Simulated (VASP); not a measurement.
Input of a VASP 6.6.1 run:

File INCAR:

```
SYSTEM = Ru
  ALGO = Normal
  EDIFF = 1E-6
  ENCUT = 520
  GGA = PE
  ISIF = 2
  ISMEAR = -1
  LASPH = .TRUE.
  LCHARG = .TRUE.
  LELF = .TRUE.
  LREAL = .FALSE.
  LVHAR = .TRUE.
  LWAVE = .FALSE.
  NBANDS = 21
  NELM = 60
  PREC = Accurate
  SIGMA = 0.05
```

Contents of KPOINTS:

```
k-points
0
G
  19 19 19
  0 0 0
```

File POSCAR:

```
Ru
1.0
   -2.1148475030      2.1148475030      1.1413433380
    2.1148475030     -2.1148475030      1.1413433380
    2.1148475030      2.1148475030     -1.1413433380
Ru
2
Direct
   -0.3750000000     -0.1250000000     -0.2500000000
    0.3750000000      0.1250000000      0.2500000000
```

Potentials or basis: VASP PAW PBE potentials, release 64 (Ru_pv).

Command:

```console
$ cat potpaw_PBE.64/Ru_pv/POTCAR > POTCAR
$ mpirun -np 1 vasp_std > vasp.out
```

(1) What does it give for the band gap on the k mesh?

(2) Predict the pressure.

Answers

(1) zero (bands 14 and 15 overlap by 2.87 eV).

(2) 254.2 GPa.

Caveat: the cell stands under pressure.
